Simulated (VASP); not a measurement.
Here is a VASP 6.6.1 calculation.

Contents of INCAR:

```
ALGO = Normal
DIPOL = 0.5 0.5 0.500
EDIFF = 1E-6
ENCUT = 520
IDIPOL = 3
ISIF = 2
ISMEAR = -1
LASPH = T
LCHARG = F
LDIPOL = T
LREAL = F
LWAVE = F
NBANDS = 19
NELM = 100
PREC = Accurate
SIGMA = 0.08
```

Contents of KPOINTS:

```
k-points
0
Gamma
  17 17 1
```

The input POSCAR:

```
Os
1.0
    2.6891484158      0.0000000000      0.0000000000
   -1.3445742079      2.3288708427      0.0000000000
    0.0000000000      0.0000000000     20.3914000000
Os
3
Direct
    0.1666666665      0.3333333335      0.3923232105
    0.5000000005      0.9999999995      0.4999999997
    0.8333333335      0.6666666665      0.6076767895
```

Potentials or basis: VASP PAW LDA potentials, release 64 (Os).

Launch:

```console
$ cat potpaw_LDA.64/Os/POTCAR > POTCAR
$ mpirun -np 1 vasp_std > vasp.out
```

Task: Predict the largest force.

Result: 1.148 eV/Å.

Task: Predict the band gap on the k mesh.

Result: Zero (bands 12 and 13 overlap by 2.54 eV).

Forces on the atoms (eV/Å):
```
Os   0.000  0.000  1.148
Os   0.000  0.000  0.000
Os   0.000  0.000 -1.148
```

Caveat: spin-orbit coupling is left out, which moves the levels of the heavy elements.
